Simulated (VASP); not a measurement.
Runs of VASP 6.6.1 on KI. The structure is that of space group Fm-3m (No. 225), or close to it. The cells are those of the table. 

```tsv
cell	gap on the mesh (eV)	pressure (GPa)
a = 4.929 Å, angles 60.0°, 2 atoms	4.72	(b)
a = 4.996 Å, angles 60.0°, 2 atoms	4.61	0.2
a = 5.062 Å, angles 60.0°, 2 atoms	4.51	(a)
a = 4.859 Å, angles 60.0°, 2 atoms	4.84	1.5
a = 4.788 Å, angles 60.0°, 2 atoms	4.97	2.5
a = 5.126 Å, angles 60.0°, 2 atoms	4.42	-0.7
a = 5.188 Å, angles 60.0°, 2 atoms	4.34	-1.0
```

Alike in all rows: task single point; level r2SCAN; potentials or basis VASP PAW PBE potentials, release 64 (K_sv, I); no spin polarisation; k mesh 6 × 6 × 6; cutoff (eV) 550; smearing gaussian 0.01 eV.

Fill in the values left out.

(a) -0.3; (b) 0.7.

Caveats: the PAW data sets were made with another functional, which shifts forces and pressure a little; spin-orbit coupling is left out, which moves the levels of the heavy elements.

A k mesh can miss the band edges, and the runs leave out spin-orbit coupling on I.
